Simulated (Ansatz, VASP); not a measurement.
## Two plane-wave programs on Nb

```
CELL_PARAMETERS angstrom
2.86015 0.00000 0.00000
-1.43007 2.47696 0.00000
0.00000 0.00000 5.23873
ATOMIC_POSITIONS crystal
Nb 0.33333 0.66667 0.25000
Nb 0.66667 0.33333 0.75000
```

Alike in both runs: functional r2SCAN; k mesh 24 × 24 × 10; occupations gaussian, width 0.1 eV; no spin polarisation.

Ansatz relaxed the structure, and its values are those at the end. VASP's run is a single point on that final structure, the one shown.

```csv
,VASP,Ansatz
version,VASP 6.6.1,Ansatz 0.2.0
potentials or method,"VASP PAW PBE potentials, release 64 (Nb_sv), cutoff 520 eV","scalar-relativistic, plane waves, PAW"
valence electrons in the cell,26,26
```

```csv
,VASP,Ansatz,Ansatz less VASP
gap on the k mesh at the Fermi level (eV),none,none,-
pressure (GPa),-0.2,0.0,+0.21
```

VASP's potentials were made for PBE, not for r2SCAN. A gap of «none» marks a metal or a gap that the smearing closes. The functional is the same, so the differences come from potentials, cutoffs and numerics.
